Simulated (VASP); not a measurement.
Input of a VASP 6.6.1 run:

INCAR

```
SYSTEM = Pt
ALGO     = Normal         ! electronic algorithm
EDIFF    = 1E-6           ! SCF threshold, eV
ENCUT    = 500            ! plane-wave cutoff, eV
GGA      = PS             ! functional
GGA_COMPAT= .FALSE.      
ISIF     = 2              ! what is computed and relaxed
ISMEAR   = -1             ! smearing method
LASPH    = .TRUE.         ! aspherical terms in the spheres
LCHARG   = .FALSE.        ! write CHGCAR
LREAL    = .FALSE.        ! projectors in reciprocal space
LWAVE    = .FALSE.        ! write WAVECAR
NBANDS   = 11             ! bands
NELM     = 120            ! most SCF steps
PREC     = Accurate       ! precision mode
SIGMA    = 0.1            ! smearing width, eV
```

The input KPOINTS:

```
k-points
0
G
  19 19 19
  0 0 0
```

Contents of POSCAR:

```
Pt
1.0
    0.0000000000      1.9057108526      1.9057108526
    1.9057108526      0.0000000000      1.9057108526
    1.9057108526      1.9057108526      0.0000000000
Pt
1
Direct
    0.0000000000      0.0000000000      0.0000000000
```

Potentials or basis: VASP PAW PBE potentials, release 64 (Pt).

Run with:

```console
$ cat potpaw_PBE.64/Pt/POTCAR > POTCAR
$ mpirun -np 1 vasp_std > vasp.out
```

(1) Predict the band gap on the k mesh.

(2) Predict the pressure.

Results:

(1) zero (bands 5 and 6 overlap by 2.56 eV).

(2) 29.7 GPa.

Caveat: the cell stands under pressure; the PAW data sets were made with another functional, which shifts forces and pressure a little; spin-orbit coupling is left out, which moves the levels of the heavy elements.
